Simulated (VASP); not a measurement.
Wanted: the native input for a VASP 6.6.1 run.

```yaml
Task: relaxation of the atoms
Functional: PBE
Potentials_or_basis: VASP PAW PBE potentials, release 64 (N, Ti_sv, Si)
Cutoff: 520 eV
k_mesh: 9 × 9 × 1
Occupations: gaussian, width 0.1 eV
Spin: no spin polarisation
Dipole_correction: yes
Atoms_held_fixed_from_0: "[0, 1, 2, 3, 4, 5, 6]"
Further_INCAR_settings: ALGO = Normal; EDIFF = 1e-06; IBRION = 2; EDIFFG = -0.025; NSW = 36
Atoms_held_along_some_axes_from_0: atom 7 along a and b
```

The structure of Ti3SiN4 lies in POSCAR:

```
Ti3SiN4
1.0
    3.0028555065      0.0000000000      0.0000000000
   -1.5014277533      2.6005491526      0.0000000000
    0.0000000000      0.0000000000     22.6233846960
N Ti Si
4 3 1
Selective dynamics
Direct
    0.3333333333      0.6666666667      0.1768082033  F F F
    0.0000000000      0.0000000000      0.2851837309  F F F
    0.6666666667      0.3333333333      0.3897111675  F F F
    0.3333333333      0.6666666667      0.4916764156  F F F
    0.6666666667      0.3333333333      0.2309959671  F F F
    0.3333333333      0.6666666667      0.3401655979  F F F
    0.0000000000      0.0000000000      0.4575116027  F F F
    0.3333333333      0.6666666667      0.5721241481  F F T
```

One way to write it, as run:

INCAR

```
SYSTEM = Ti3SiN4
PREC     = Accurate       ! precision mode
ENCUT    = 520            ! plane-wave cutoff, eV
EDIFF    = 1E-6           ! SCF threshold, eV
ISMEAR   = 0              ! smearing method
SIGMA    = 0.1            ! smearing width, eV
LREAL    = .False.        ! projectors in reciprocal space
LASPH    = .True.         ! aspherical terms in the spheres
NELM     = 60             ! most SCF steps
ALGO     = Normal         ! electronic algorithm
ISIF     = 2              ! what is computed and relaxed
LWAVE    = .False.        ! write WAVECAR
LCHARG   = .False.        ! write CHGCAR
LDIPOL   = .True.       
IDIPOL   = 3            
DIPOL    = 0.5 0.5 0.368
GGA      = PE             ! functional
IBRION   = 2              ! ionic algorithm
NSW      = 36             ! ionic steps
EDIFFG   = -0.025         ! ionic threshold
```

KPOINTS

```
regular mesh
0
Gamma
  9 9 1
  0 0 0
```

Potentials or basis: VASP PAW PBE potentials, release 64 (N, Ti_sv, Si).

Run with:

```console
$ cat potpaw_PBE.64/N/POTCAR potpaw_PBE.64/Ti_sv/POTCAR potpaw_PBE.64/Si/POTCAR > POTCAR
$ mpirun -np 1 vasp_std > vasp.out
```

Results of the run:

```
Energy gained by relaxing : 0.0 meV/atom
Ionic steps               : 2
Band gap on the k mesh    : zero (bands 30 and 31 overlap by 1.15 eV)
```

Run time: 4.2 min on 1 thread of Intel(R) Xeon(R) Platinum 8259CL CPU @ 2.50GHz (Skylake/Cascade Lake), with other jobs on the host, peak memory 0.34 GiB.
